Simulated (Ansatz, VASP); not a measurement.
**Two plane-wave programs on ZnS**

Contents of INCAR:

```
SYSTEM = ZnS
PREC     = Accurate       ! precision mode
ENCUT    = 520            ! plane-wave cutoff, eV
EDIFF    = 1E-7           ! SCF threshold, eV
ISMEAR   = 0              ! smearing method
SIGMA    = 0.05           ! smearing width, eV
LREAL    = .FALSE.        ! projectors in reciprocal space
LASPH    = .TRUE.         ! aspherical terms in the spheres
NELM     = 60             ! most SCF steps
ALGO     = Normal         ! electronic algorithm
ISIF     = 2              ! what is computed and relaxed
LWAVE    = .FALSE.        ! write WAVECAR
LCHARG   = .FALSE.        ! write CHGCAR
GGA      = PE             ! functional
NBANDS   = 16             ! bands
```

Contents of KPOINTS:

```
regular mesh
0
G
  8 8 8
  0 0 0
```

The input POSCAR:

```
ZnS
1.0
    0.0000000000      2.7623874444      2.6399170651
    2.7623874444      0.0000000000      2.6399170651
    2.7623874444      2.7623874444      0.0000000000
Zn S
1 1
Direct
    0.0000000000      0.0000000000      0.0000000000
    0.7500000000      0.7500000000      0.7500000000
```

Input for Ansatz:

```yaml
crystal:
  lattice:
    - [0.0, 2.7623874444, 2.6399170651]
    - [2.7623874444, 0.0, 2.6399170651]
    - [2.7623874444, 2.7623874444, 0.0]
  atoms:
    - { symbol: Zn, position: [0.0, 0.0, 0.0] }
    - { symbol: S, position: [0.75, 0.75, 0.75] }
basis:
  ecutwfc: 420
kpoints:
  mp_grid: { grid: [8, 8, 8] }
hamiltonian:
  xc: pbe
scf:
  occupations: { method: gaussian, width: 0.05 }
output:
  forces: true
  stress: true
  eigenvalues: true
```

Change from the starting cell: strain +0.015 along x and y, -0.030 along z, atoms carried along.

Alike in both runs: task single point; functional PBE; k mesh 8 × 8 × 8; occupations gaussian, width 0.05 eV; no spin polarisation.

|  | VASP | Ansatz |
| --- | --- | --- |
| version | VASP 6.6.1 | Ansatz 0.2.0 |
| potentials or method | VASP PAW PBE potentials, release 64 (Zn, S), cutoff 520 eV | scalar-relativistic, plane waves, PAW |
| valence electrons in the cell | 18 | 18 |

VASP gave:

| Item | Value |
| --- | --- |
| gap on the k mesh at the Fermi level (eV) | 1.92 |
| least direct gap on the mesh (eV) | 1.92 |
| pressure (GPa) | 0.2 |
| traceless stress, the component that is largest in VASP (GPa) | 1.13 |

Which values does Ansatz return?

gap on the k mesh at the Fermi level (eV): 1.92; least direct gap on the mesh (eV): 1.92; pressure (GPa): 0.0; traceless stress, the component that is largest in VASP (GPa): 1.14.

With one functional, cell and mesh, what is left measures potentials, basis and numerics.
